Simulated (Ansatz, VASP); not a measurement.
One calculation of Ga2O3, two programs

```
Ga O
1.0
     2.44138    1.40953    4.38918
    -2.44138    1.40953    4.38918
     0.00000   -2.81907    4.38918
Ga O
4 6
Direct
  0.85543 0.85543 0.85543
  0.35543 0.35543 0.35543
  0.14457 0.14457 0.14457
  0.64457 0.64457 0.64457
  0.44637 0.05363 0.75000
  0.05363 0.75000 0.44637
  0.55363 0.94637 0.25000
  0.25000 0.55363 0.94637
  0.94637 0.25000 0.55363
  0.75000 0.44637 0.05363
```

Alike in both runs: task single point; functional r2SCAN; k mesh 6 × 6 × 6; no spin polarisation.

```csv
,VASP,Ansatz
version,VASP 6.6.1,Ansatz 0.2.0
potentials or method,"VASP PAW PBE potentials, release 64 (Ga_d, O)","plane waves, PAW"
plane-wave cutoff (eV),520,500
occupations,"gaussian, width 0.01 eV",fixed
valence electrons in the cell,88,88
```

|  | VASP | Ansatz | Ansatz less VASP |
| --- | --- | --- | --- |
| gap on the k mesh at the Fermi level (eV) | 4.26 | 4.27 | +0.008 |
| pressure (GPa) | 19.1 | 16.7 | -2.41 |
| traceless stress, the component that is largest in VASP (GPa) | -1.73 | -1.38 | +0.348 |
| rms of the force components (eV/Å) | 0.030 | 0.004 | -0.0257 |

VASP's potentials were made for PBE, not for r2SCAN. Atom by atom the forces differ by 0.028 eV/Å (rms over components).
